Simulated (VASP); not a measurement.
# Si2W (P6_222) in VASP: a series of runs

The runs below take Si2W through single point, with LDA.

Everything below comes from runs of VASP 6.6.1. Logs are shortened: lines on timing, memory, paths and dates and some standing lists are left out, and cuts for length are marked.

**1. The cell of the first run**

It takes space group P6_222 (No. 180, hexagonal). The conventional cell has a = 4.473 Å, b = 4.473 Å, c = 6.799 Å, α = 90.00°, β = 90.00°, γ = 120.00°. Si (site symmetry 2) has 5 W at 2.44 to 2.66 Å and 7 Si at 2.45 to 3.02 Å within 3.2 Å. Within 3.2 Å of W (site symmetry 222) lie 10 Si at 2.44 to 2.66 Å and 4 W at 3.18 Å.

**2. Single point, LDA**

INCAR reads:

```
SYSTEM = Si2W
ALGO     = Normal         ! electronic algorithm
EDIFF    = 1E-6           ! SCF threshold, eV
ENCUT    = 520            ! plane-wave cutoff, eV
GGA      = CA             ! functional
ISIF     = 2              ! what is computed and relaxed
ISMEAR   = 0              ! smearing method
LASPH    = .TRUE.         ! aspherical terms in the spheres
LCHARG   = .TRUE.         ! write CHGCAR
LELF     = .TRUE.         ! ELF
LREAL    = .FALSE.        ! projectors in reciprocal space
LVHAR    = .TRUE.       
LWAVE    = .FALSE.        ! write WAVECAR
NBANDS   = 43             ! bands
NELM     = 80             ! most SCF steps
PREC     = Accurate       ! precision mode
SIGMA    = 0.03           ! smearing width, eV
```

KPOINTS reads:

```
k-points
0
G
  9 9 6
  0 0 0
```

POSCAR reads:

```
Si2W
1.0
    4.4733451149      0.0000000000      0.0000000000
   -2.2366725575      3.8740305094      0.0000000000
    0.0000000000      0.0000000000      6.7985899057
Si W
6 3
Direct
    0.8149755729      0.6299511459      0.5000000000
    0.1850244271      0.8149755729      0.8333333333
    0.6299511459      0.8149755729      0.1666666667
    0.1850244271      0.3700488541      0.5000000000
    0.8149755729      0.1850244271      0.8333333333
    0.3700488541      0.1850244271      0.1666666667
    0.0000000000      0.5000000000      0.1666666667
    0.5000000000      0.5000000000      0.8333333333
    0.5000000000      0.0000000000      0.5000000000
```

Potentials or basis: VASP PAW LDA potentials, release 64 (Si, W_sv).

The run is started by

```bash
cat potpaw_LDA.64/Si/POTCAR potpaw_LDA.64/W_sv/POTCAR > POTCAR
mpirun -np 1 vasp_std > vasp.out
```

OUTCAR:

```text
SYSTEM = Si2W
   EDIFF = 1E-6
   ENCUT = 520
   GGA = CA
   ISIF = 2
   ISMEAR = 0
   LASPH = .TRUE.
   LREAL = .FALSE.
   NELM = 80
   PREC = Accurate

 ion  position               nearest neighbor table
   1  0.815  0.630  0.500-   9 2.44   4 2.45   4 2.45   8 2.58   7 2.58   9 2.66   9 2.66   3 2.68
                             2 2.68   4 2.87   6 3.02   5 3.02
   2  0.185  0.815  0.833-   8 2.44   5 2.45   5 2.45   9 2.58   7 2.58   8 2.66   8 2.66   1 2.68
                             6 2.68   5 2.87   4 3.02   3 3.02
   3  0.630  0.815  0.167-   7 2.44   6 2.45   6 2.45   9 2.58   8 2.58   7 2.66   7 2.66   1 2.68
                             5 2.68   6 2.87   4 3.02   2 3.02
   4  0.185  0.370  0.500-   9 2.44   1 2.45   1 2.45   8 2.58   7 2.58   9 2.66   9 2.66   6 2.68
                             5 2.68   1 2.87   3 3.02   2 3.02
   5  0.815  0.185  0.833-   8 2.44   2 2.45   2 2.45   9 2.58   7 2.58   8 2.66   8 2.66   4 2.68
                             3 2.68   2 2.87   1 3.02   6 3.02
   6  0.370  0.185  0.167-   7 2.44   3 2.45   3 2.45   9 2.58   8 2.58   7 2.66   7 2.66   4 2.68
                             2 2.68   3 2.87   1 3.02   5 3.02
   7  0.000  0.500  0.167-   3 2.44   6 2.44   4 2.58   1 2.58   5 2.58   2 2.58   6 2.66   3 2.66
                             3 2.66   6 2.66   9 3.18   9 3.18   8 3.18   8 3.18
   8  0.500  0.500  0.833-   2 2.44   5 2.44   4 2.58   1 2.58   3 2.58   6 2.58   2 2.66   5 2.66
                             2 2.66   5 2.66   9 3.18   9 3.18   7 3.18   7 3.18
   9  0.500  0.000  0.500-   1 2.44   4 2.44   5 2.58   2 2.58   6 2.58   3 2.58   4 2.66   1 2.66
                             4 2.66   1 2.66   7 3.18   7 3.18   8 3.18   8 3.18

  LATTYP: Found a hexagonal cell.
 ALAT       =     4.4733451149
 C/A-ratio  =     1.5198000000

  Lattice vectors:

 A1 = (   4.4733451149,   0.0000000000,   0.0000000000)
 A2 = (  -2.2366725575,   3.8740305094,   0.0000000000)
 A3 = (   0.0000000000,   0.0000000000,   6.7985899057)

Analysis of symmetry for initial positions (statically):
=====================================================================
 Subroutine PRICEL returns:
 Original cell was already a primitive cell.

 Routine SETGRP: Setting up the symmetry group for a
 hexagonal supercell.

 Subroutine GETGRP returns: Found 12 space group operations
 (whereof  4 operations were pure point group operations)
 out of a pool of 24 trial point group operations.

The static configuration has the point symmetry D_2 .
 The point group associated with its full space group is D_6 .

Analysis of symmetry for dynamics (positions and initial velocities):
=====================================================================
 Subroutine PRICEL returns:
 Original cell was already a primitive cell.

 Routine SETGRP: Setting up the symmetry group for a
 hexagonal supercell.

 Subroutine GETGRP returns: Found 12 space group operations
 (whereof  4 operations were pure point group operations)
 out of a pool of 24 trial point group operations.

The dynamic configuration has the point symmetry D_2 .
 The point group associated with its full space group is D_6 .

 Subroutine INISYM returns: Found 12 space group operations
 (whereof  4 operations are pure point group operations),
 and found     1 'primitive' translations

----------------------------------------------------------------------------------------

                                     Primitive cell

  volume of cell :     117.8187

  direct lattice vectors                    reciprocal lattice vectors
     4.473345115  0.000000000  0.000000000     0.223546356  0.129064549  0.000000000
    -2.236672557  3.874030509  0.000000000     0.000000000  0.258129098  0.000000000
     0.000000000  0.000000000  6.798589906     0.000000000  0.000000000  0.147089325

  length of vectors
     4.473345115  4.473345115  6.798589906     0.258129098  0.258129098  0.147089325

  position of ions in fractional coordinates (direct lattice)
     0.814975573  0.629951146  0.500000000
     0.185024427  0.814975573  0.833333333
     0.629951146  0.814975573  0.166666667
     0.185024427  0.370048854  0.500000000
     0.814975573  0.185024427  0.833333333
     0.370048854  0.185024427  0.166666667
     0.000000000  0.500000000  0.166666667
     0.500000000  0.500000000  0.833333333
     0.500000000  0.000000000  0.500000000

  ion indices of the primitive-cell ions
   primitive index   ion index
                 1           1
                 2           2
                 3           3
                 4           4
                 5           5
                 6           6
                 7           7
                 8           8
                 9           9

----------------------------------------------------------------------------------------

 KPOINTS: k-points

Automatic generation of k-mesh.
 Grid dimensions read from file:
 generate k-points for:    9    9    6

 Generating k-lattice:

  Cartesian coordinates                     Fractional coordinates (reciprocal lattice)
     0.024838484  0.014340505  0.000000000     0.111111111 -0.000000000  0.000000000
     0.000000000  0.028681011  0.000000000     0.000000000  0.111111111  0.000000000
     0.000000000  0.000000000  0.024514887     0.000000000  0.000000000  0.166666667

  Length of vectors
     0.028681011  0.028681011  0.024514887

  Shift w.r.t. Gamma in fractional coordinates (k-lattice)
     0.000000000  0.000000000  0.000000000

 Subroutine IBZKPT returns following result:
 ===========================================

 Found     48 irreducible k-points:

 Following reciprocal coordinates:
            Coordinates               Weight
  0.000000  0.000000  0.000000      1.000000
  0.111111  0.000000  0.000000      6.000000
  0.222222  0.000000  0.000000      6.000000
  0.333333  0.000000  0.000000      6.000000
  0.444444  0.000000  0.000000      6.000000
  0.111111  0.111111  0.000000      6.000000
[... 16 lines left out ...]
  0.333333  0.222222  0.166667     24.000000
  0.333333  0.333333  0.166667      4.000000
 [... further k-points ...]
   k-points           NKPTS =     48   k-points in BZ     NKDIM =     48   number of bands    NBANDS=     43
   number of dos      NEDOS =    301   number of ions     NIONS =      9
   total plane-waves  NPLWV =  69984
   dimension x,y,z NGX =    36 NGY =   36 NGZ =   54
   dimension x,y,z NGXF=    72 NGYF=   72 NGZF=  108
   ions per type =               6   3
   NGX,Y,Z   is equivalent  to a cutoff of  13.38, 13.38, 13.20 a.u.
   NGXF,Y,Z  is equivalent  to a cutoff of  26.76, 26.76, 26.41 a.u.
 SYSTEM =  Si2W
   PREC   = accura    normal or accurate (medium, high low for compatibility)
   ISTART =      0    job   : 0-new  1-cont  2-samecut
   ICHARG =      2    charge: 1-file 2-atom 10-const
   ISPIN  =      1    spin polarized calculation?
   LNONCOLLINEAR =      F non collinear calculations
   LSORBIT =      F    spin-orbit coupling
   LASPH  =      T    aspherical Exc in radial PAW
   ENCUT  =  520.0 eV  38.22 Ry    6.18 a.u.   8.32  8.32 12.64*2*pi/ulx,y,z
   NELM   =     80;   NELMIN=  2; NELMDL= -5     # of ELM steps
   EDIFF  = 0.1E-05   stopping-criterion for ELM
   LREAL  =      F    real-space projection
   EDIFFG = 0.1E-04   stopping-criterion for IOM
   NSW    =      0    number of steps for IOM
   IBRION =     -1    ionic relax: 0-MD 1-quasi-New 2-CG
   NFREE  =      0    steps in history (QN), initial steepest desc. (CG)
   ISIF   =      2    stress and relaxation
   ISYM   =      2    0-nonsym 1-usesym 2-fastsym
   POTIM  = 0.5000    time-step for ionic-motion
   TEBEG  =    0.0;   TEEND  =   0.0 temperature during run
   PSTRESS=    0.0 pullay stress
   NELECT =      66.0000    total number of electrons
   NUPDOWN=      -1.0000    fix difference up-down
   EMIN   =  10.00;   EMAX   =-10.00  energy-range for DOS
   EFERMI =   0.00;   METHOD = LEGACY
   ISMEAR =     0;   SIGMA  =   0.03  broadening in eV -4-tet -1-fermi 0-gaus
   EFERMI_NEDOS =   21; number of points for ismear=-14 and -15
   IALGO  =     38    algorithm
   IMIX   =      4    mixing-type and parameters
     AMIX     =   0.40;   BMIX     =  1.00
     AMIX_MAG =   1.60;   BMIX_MAG =  1.00
  volume/ion in A,a.u.               =      13.09        88.34
  Fermi-wavevector in a.u.,A,eV,Ry     =   1.349537  2.550255 24.779603  1.821249
  Thomas-Fermi vector in A             =   2.477115
   LORBIT       =      0    0 simple, 1 ext, 2 COOP (PROOUT), +10 PAW based schemes
   GGA     = CA    functional components
   LHFCALC =     F    Hartree Fock is set to
   AEXX    =    0.0000 exact exchange contribution
   IVDW    =     0    specifies the selected vdW correction
   LEPSILON=     F    determine dielectric tensor
   LRPA    =     F    only Hartree local field effects (RPA)
 non-spin polarized calculation
 Gauss-broadening in eV      SIGMA  =   0.03
  energy-cutoff  :      520.00
  volume of cell :      117.82
 maximum number of plane-waves:      3204
 NGX is ok and might be reduce to    36

 number of electron      65.9999996 magnetization

 Free energy of the ion-electron system (eV)
  ---------------------------------------------------
  ext. energy  EPLUGINS =         0.00000000
  ---------------------------------------------------
  free energy    TOTEN  =       -79.89135397 eV

  energy without entropy =      -79.89135397  energy(sigma->0) =      -79.89135397

 E-fermi :  12.4576     XC(G=0): -12.7631

 val. band max:       12.1603849084   @ k =   0.4444   0.0000   0.5000
 cond. band min:      12.6187881176   @ k =   0.2222   0.1111   0.5000
 fundamental gap:      0.4584032092
 Fermi energy:        12.4576273248

 k-point     1 :       0.0000    0.0000    0.0000
  band No.  band energies     occupation
      1     -60.9467      2.00000
      2     -60.9328      2.00000
      3     -60.9328      2.00000
      4     -25.7413      2.00000
      5     -25.6919      2.00000
      6     -25.6919      2.00000
[... 35 lines left out ...]
     42      15.9554      0.00000
     43      16.3255      0.00000
[... 1017 lines left out ...]
      3     -60.9330      2.00000
      4     -25.7568      2.00000
      5     -25.7440      2.00000
      6     -25.6813      2.00000
[... 35 lines left out ...]
     42      15.5541      0.00000
     43      16.7585      0.00000

 [... further k-points ...]

------------------------ aborting loop because EDIFF is reached ----------------------------------------

  FORCE on cell =-STRESS in cart. coord.  units (eV):
  Direction    XX          YY          ZZ          XY          YZ          ZX
  --------------------------------------------------------------------------------------
  -------------------------------------------------------------------------------------
  Total        8.3004230      8.3004230     -3.5645107     -0.0000000     -0.0000000      0.0000000
  in kB      112.8746774    112.8746774    -48.4725894     -0.0000000     -0.0000000      0.0000000
  external PRESSURE =      59.0922551 kB  Pullay stress =       0.0000000 kB

 VOLUME and BASIS-vectors are now :
 -----------------------------------------------------------------------------
  energy-cutoff  :      520.00
  volume of cell :      117.82
      direct lattice vectors                 reciprocal lattice vectors
     4.473345115  0.000000000  0.000000000     0.223546356  0.129064549  0.000000000
    -2.236672557  3.874030509  0.000000000     0.000000000  0.258129098  0.000000000
     0.000000000  0.000000000  6.798589906     0.000000000  0.000000000  0.147089325

 POSITION                                       TOTAL-FORCE (eV/Angst)
 -----------------------------------------------------------------------------------
      2.23667      2.44045      3.39929        -0.000000      2.813558      0.000000
     -0.99516      3.15724      5.66549        -2.436613      1.406779      0.000000
      0.99516      3.15724      1.13310         2.436613      1.406779      0.000000
      0.00000      1.43358      3.39929         0.000000     -2.813558      0.000000
      3.23183      0.71679      5.66549         2.436613     -1.406779      0.000000
      1.24152      0.71679      1.13310        -2.436613     -1.406779      0.000000
     -1.11834      1.93702      1.13310        -0.000000     -0.000000      0.000000
      1.11834      1.93702      5.66549        -0.000000     -0.000000     -0.000000
      2.23667      0.00000      3.39929        -0.000000     -0.000000      0.000000
 -----------------------------------------------------------------------------------
    total drift:                               -0.000000      0.000000      0.000000

  FREE ENERGIE OF THE ION-ELECTRON SYSTEM (eV)
  ---------------------------------------------------
  free  energy   TOTEN  =       -79.8913539710 eV

  energy  without entropy=      -79.8913539710  energy(sigma->0) =      -79.89135397
```

It took 2 min on 1 thread of AMD EPYC 9R45 (Zen 5), shared host; peak memory 0.29 GiB.

What came out:

| Item | Value |
| --- | --- |
| Free energy | -79.8914 eV |
| Pressure | 5.9 GPa |
| Largest force | 2.814 eV/Å |
| Band gap on the k mesh | 0.46 eV (least direct gap 0.86 eV) |

Forces on the atoms (eV/Å):
```
Si   0.000  2.814  0.000
Si  -2.437  1.407  0.000
Si   2.437  1.407  0.000
Si   0.000 -2.814  0.000
Si   2.437 -1.407  0.000
Si  -2.437 -1.407  0.000
W    0.000  0.000  0.000
W    0.000  0.000  0.000
W    0.000  0.000  0.000
```

Stress tensor (GPa, compression positive):
```
11.29  0.00  0.00
 0.00 11.29  0.00
 0.00  0.00 -4.85
```

Caveat: the stress differs along the axes, from -5 to 11 GPa; spin-orbit coupling is left out, which moves the levels of the heavy elements; forces of over 1 eV/Å act on the atoms, so gaps and moduli don't describe the material at rest. A k mesh can miss the band edges.

**3. Single point, LDA**

This run uses another cell than the first one, of the same volume but with other edges.

INCAR reads:

```
PREC = Accurate
ENCUT = 520
EDIFF = 1E-6
ISMEAR = 0
SIGMA = 0.03
LREAL = F
LASPH = T
NELM = 60
ALGO = Normal
ISIF = 2
LWAVE = F
LCHARG = F
NBANDS = 43
```

KPOINTS reads:

```
Automatic mesh
0
Gamma
  9 9 6
```

POSCAR, as its differences from that of step 2:

```diff
@@ -2,5 +2,5 @@
 1.0
-    4.4733451149      0.0000000000      0.0000000000
-   -2.2366725575      3.8740305094      0.0000000000
-    0.0000000000      0.0000000000      6.7985899057
+    4.5515367784      0.0000000000      0.0000000000
+   -2.2757683892      3.9417464763      0.0000000000
+    0.0000000000      0.0000000000      6.5670079528
 Si W
```

Potentials or basis: VASP PAW LDA potentials, release 64 (Si, W_sv).

The run is started by

```bash
cat potpaw_LDA.64/Si/POTCAR potpaw_LDA.64/W_sv/POTCAR > POTCAR
mpirun -np 1 vasp_std > vasp.out
```

Run time: 1.8 min. Hardware: 1 thread of AMD EPYC 9R45 (Zen 5), shared host; peak memory 0.28 GiB.

The run converged. Its results:

```yaml
Free_energy: -80.1144 eV
Pressure: 5.8 GPa
Largest_force: 2.616 eV/Å
Band_gap_on_the_k_mesh: 0.45 eV (least direct gap 0.77 eV)
```

Forces in eV/Å, atoms in the order of the input:
```
Si   0.000  2.616  0.000
Si  -2.265  1.308  0.000
Si   2.265  1.308  0.000
Si   0.000 -2.616  0.000
Si   2.265 -1.308  0.000
Si  -2.265 -1.308  0.000
W    0.000  0.000  0.000
W    0.000  0.000  0.000
W    0.000  0.000  0.000
```

Stress tensor (GPa, compression positive):
```
6.15 0.00 0.00
0.00 6.15 0.00
0.00 0.00 5.21
```

Levels at points of the mesh, in eV from the valence-band top:
```csv
k point,band 30,band 31,band 32,band 33,band 34,band 35,band 36,band 37
"(0.00, 0.00, 0.00)",-2.52,-2.52,-2.19,-1.17,2.64,2.73,2.73,2.78
"(0.00, 0.00, 0.50)",-2.73,-1.29,-0.78,-0.78,1.45,2.20,2.26,2.26
```

Caveat: the cell stands under pressure; spin-orbit coupling is left out, which moves the levels of the heavy elements; forces of over 1 eV/Å act on the atoms, so gaps and moduli don't describe the material at rest. A k mesh can miss the band edges.
